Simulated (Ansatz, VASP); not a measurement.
# One calculation of Ni, two programs

```
CELL_PARAMETERS angstrom
0.00000 1.70472 1.70472
1.70472 0.00000 1.70472
1.70472 1.70472 0.00000
ATOMIC_POSITIONS crystal
Ni 0.00000 0.00000 0.00000
```

Alike in both runs: task relaxation of cell and atoms; functional PBEsol; k mesh 14 × 14 × 14; no spin polarisation.

|  | VASP | Ansatz |
| --- | --- | --- |
| version | VASP 6.6.1 | Ansatz 0.2.0 |
| potentials or method | VASP PAW PBE potentials, release 64 (Ni), cutoff 600 eV | PAW plane waves |
| occupations | methfessel-paxton of order 1, width 0.0173 eV | cold, width 0.0173 eV |
| valence electrons in the cell | 10 | 18 |

```tsv
	VASP	Ansatz	Ansatz less VASP
gap on the k mesh at the Fermi level, each at its own relaxed structure (eV)	none	none	-
relaxed volume (Å³/atom)	10.31	10.32	+0.001
relaxed cell length with the largest relative difference (Å)	2.443	2.443	+0.0001
```

VASP's potentials were made for PBE, not for PBEsol. A gap of «none» marks a metal or a gap that the smearing closes. VASP's potentials hold 10 valence electrons a cell and Ansatz's 18, so a difference there can come from the potentials and not from the codes.
